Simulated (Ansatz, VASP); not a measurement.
**Two plane-wave programs on AgCl**

```
Ag Cl
1.0
     0.00000    2.81475    2.81475
     2.77315    0.04160    2.77315
     2.77315    2.77315    0.04160
Ag Cl
1 1
Direct
  0.50000 0.50000 0.50000
  0.00000 0.00000 0.00000
```

Change from the starting cell: strain +0.0300 x Voigt [0, 0, 0, 1, 0, 0], atoms carried along.

Alike in both runs: task single point; functional r2SCAN; k mesh 8 × 8 × 8; occupations gaussian, width 0.05 eV; no spin polarisation.

|  | VASP | Ansatz |
| --- | --- | --- |
| version | VASP 6.6.1 | Ansatz 0.2.0 |
| potentials or method | VASP PAW PBE potentials, release 64 (Ag, Cl), cutoff 550 eV | scalar-relativistic, plane waves, PAW |
| valence electrons in the cell | 18 | 26 |

Ansatz gave:

* gap on the k mesh at the Fermi level (eV): 1.45
* least direct gap on the mesh (eV): 3.72
* pressure (GPa): 0.0
* traceless stress, the component that is largest in VASP (GPa): -0.17

What did VASP give for the same quantities?

gap on the k mesh at the Fermi level (eV): 1.39; least direct gap on the mesh (eV): 3.68; pressure (GPa): -0.1; traceless stress, the component that is largest in VASP (GPa): -0.16.

VASP's potentials were made for PBE, not for r2SCAN. VASP's potentials hold 18 valence electrons a cell and Ansatz's 26, so a difference there can come from the potentials and not from the codes.
